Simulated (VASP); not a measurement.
Mg2ZnO3:

```
CELL_PARAMETERS angstrom
3.03300 0.00000 0.00000
-1.51650 2.62665 0.00000
0.00000 0.00000 7.40332
ATOMIC_POSITIONS crystal
Mg 0.33333 0.66667 0.66580
Mg 0.66667 0.33333 0.33420
Zn 0.00000 0.00000 0.00000
O 0.33333 0.66667 0.17262
O 0.66667 0.33333 0.82738
O 0.00000 0.00000 0.50000
```

Base run:

```yaml
Program: VASP 6.6.1
Functional: LDA
Potentials_or_basis: VASP PAW LDA potentials, release 64 (Mg, Zn, O)
Cutoff: 520 eV
k_mesh: 12 × 12 × 4
Occupations: gaussian, width 0.01 eV
Spin: no spin polarisation
Hubbard_terms: Zn d U = 4.0 eV
```

Its results: band gap on the k mesh 3.05 eV, indirect (least direct gap 3.18 eV); pressure -15.4 GPa; largest force 0.451 eV/Å.

**Question.** After a change of settings the same cell gave: band gap on the k mesh 3.14 eV, indirect (least direct gap 3.28 eV); pressure -16.8 GPa; largest force 0.633 eV/Å. Which change was it?
A. hubbard terms from Zn d U = 4.0 eV to Zn d U = 6.0 eV
B. hubbard terms from Zn d U = 4.0 eV to Zn d U = 2.0 eV; further incar settings from ALGO = Normal; EDIFF = 1e-06; NBANDS = 26 to ALGO = Normal; EDIFF = 1e-07; NBANDS = 26
C. hubbard terms from Zn d U = 4.0 eV to Zn d U = 8.0 eV

**Answer.** A.
